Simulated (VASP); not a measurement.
Write the native input for VASP 6.6.1 that does the following.

```
Task                   : dielectric tensor
Functional             : PBE
Potentials or basis    : VASP PAW PBE potentials, release 64 (Mg, O)
Cutoff                 : 520 eV
k mesh                 : 9 × 9 × 6
Occupations            : gaussian, width 0.01 eV
Spin                   : no spin polarisation
Dipole correction      : no
Further INCAR settings : ALGO = Normal; EDIFF = 1e-08
```

The structure of MgO lies in POSCAR:

```
MgO
1.0
    3.3077869865      0.0000000000      0.0000000000
   -1.6538934933      2.8646275606      0.0000000000
    0.0000000000      0.0000000000      4.9828816700
Mg O
2 2
Direct
    0.6666666667      0.3333333333      0.5021597400
    0.3333333333      0.6666666667      0.0021597400
    0.6666666667      0.3333333333      0.9024402600
    0.3333333333      0.6666666667      0.4024402600
```

These files were run (other wordings do the same):

INCAR

```
SYSTEM = MgO
ALGO = Normal
EDIFF = 1E-8
ENCUT = 520
GGA = PE
ISIF = 2
ISMEAR = 0
LASPH = .True.
LCHARG = .False.
LEPSILON = .True.
LREAL = .False.
LWAVE = .False.
NELM = 80
PREC = Accurate
SIGMA = 0.01
```

KPOINTS

```
k-points
0
Gamma
  9 9 6
  0 0 0
```

Potentials or basis: VASP PAW PBE potentials, release 64 (Mg, O).

The run is started by

```bash
$ cat potpaw_PBE.64/Mg/POTCAR potpaw_PBE.64/O/POTCAR > POTCAR
$ mpirun -np 1 vasp_std > vasp.out
```

Results of the run:

```yaml
Band_gap_on_the_k_mesh: 3.46 eV
Electronic_dielectric_tensor_diagonal: 2.93, 2.93, 3.04
Born_charges_mean_of_the_diagonal: Mg +1.83; O -1.83 e
```

Caveat: an odd mesh through Γ misses points on the zone boundary, where band edges can lie.

It took 8 min on 1 thread of Intel(R) Xeon(R) Platinum 8259CL CPU @ 2.50GHz (Skylake/Cascade Lake) (shared host), peak memory 0.35 GiB.
